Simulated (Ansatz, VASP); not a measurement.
## One calculation of HfTi3O8, two programs

```
Hf Ti O
1.0
     3.36832   -3.29608    0.00007
     3.36832    3.29608    0.00007
    -0.03218    0.00000    6.11562
Hf Ti O
1 3 8
Direct
  0.49521 0.49521 0.00318
  0.01492 0.01492 0.72274
  0.99232 0.99232 0.23294
  0.51940 0.51940 0.50364
  0.30070 0.69770 0.74020
  0.29754 0.69770 0.26734
  0.80593 0.80593 0.01204
  0.80331 0.80331 0.50358
  0.69770 0.30070 0.74020
  0.69770 0.29754 0.26734
  0.18304 0.18304 0.00101
  0.19213 0.19213 0.50580
```

Change from the starting cell: the structure that the rattled cell fell into.

Alike in both runs: functional PBE; k mesh 6 × 6 × 6; occupations gaussian, width 0.02 eV; no spin polarisation.

Ansatz relaxed the structure, and its values are those at the end. VASP's run is a single point on that final structure, the one shown.

```csv
,VASP,Ansatz
version,VASP 6.6.1,Ansatz 0.2.0
potentials or method,"VASP PAW PBE potentials, release 64 (Hf_pv, Ti_sv, O), cutoff 520 eV","scalar-relativistic, plane waves, PAW"
valence electrons in the cell,94,110
```

|  | VASP | Ansatz | Ansatz less VASP |
| --- | --- | --- | --- |
| gap on the k mesh at the Fermi level (eV) | 2.18 | 2.21 | +0.030 |
| least direct gap on the mesh (eV) | 2.38 | 2.41 | +0.030 |
| pressure (GPa) | -0.3 | 0.0 | +0.29 |
| rms of the force components (eV/Å) | 0.077 | 0.003 | -0.0747 |

VASP's potentials hold 94 valence electrons a cell and Ansatz's 110, so a difference there can come from the potentials and not from the codes.

Spin-orbit coupling is off throughout.
